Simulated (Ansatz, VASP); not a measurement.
## Ta in VASP and in Ansatz

The input INCAR:

```
SYSTEM = Ta
PREC = Accurate ; ENCUT = 520
EDIFF = 1E-7 ; ISMEAR = 0
SIGMA = 0.15 ; LREAL = .FALSE.
LASPH = .TRUE. ; NELM = 60
ALGO = Fast ; ISIF = 2
LWAVE = .FALSE. ; LCHARG = .TRUE.
GGA = PS ; LELF = .TRUE.
LVHAR = .TRUE. ; NBANDS = 12
```

File KPOINTS:

```
regular mesh
0
G
  26 26 26
  0 0 0
```

File POSCAR:

```
Ta
1.0
   -1.7058701527      1.7058701527      1.5746493717
    1.7058701527     -1.7058701527      1.5746493717
    1.7058701527      1.7058701527     -1.5746493717
Ta
1
Direct
    0.0000000000      0.0000000000      0.0000000000
```

Input for Ansatz:

```yaml
crystal:
  lattice:
    - [-1.7058701527, 1.7058701527, 1.5746493717]
    - [1.7058701527, -1.7058701527, 1.5746493717]
    - [1.7058701527, 1.7058701527, -1.5746493717]
  atoms:
    - { symbol: Ta, position: [0.0, 0.0, 0.0] }
basis:
  ecutwfc: 420
kpoints:
  mp_grid: { grid: [26, 26, 26] }
hamiltonian:
  xc: pbesol
scf:
  occupations: { method: gaussian, width: 0.15 }
output:
  forces: true
  stress: true
  eigenvalues: true
```

Change from the starting cell: strain +0.040 along x and y, -0.040 along z, atoms carried along.

Alike in both runs: task single point; functional PBEsol; k mesh 26 × 26 × 26; occupations gaussian, width 0.15 eV; no spin polarisation.

```csv
,VASP,Ansatz
version,VASP 6.6.1,Ansatz 0.2.0
potentials or method,"VASP PAW PBE potentials, release 64 (Ta_pv), cutoff 520 eV","scalar-relativistic, plane waves, PAW"
valence electrons in the cell,11,13
```

Ansatz gave:

| Item | Value |
| --- | --- |
| gap on the k mesh at the Fermi level (eV) | none |
| pressure (GPa) | -6.6 |
| traceless stress, the component that is largest in VASP (GPa) | 4.39 |

Task: What did VASP give for the same quantities?

Result: gap on the k mesh at the Fermi level (eV): none; pressure (GPa): -6.3; traceless stress, the component that is largest in VASP (GPa): 4.36.

VASP's potentials were made for PBE, not for PBEsol. A gap of «none» marks a metal or a gap that the smearing closes. VASP's potentials hold 11 valence electrons a cell and Ansatz's 13, so a difference there can come from the potentials and not from the codes.

Neither program's run includes spin-orbit coupling.
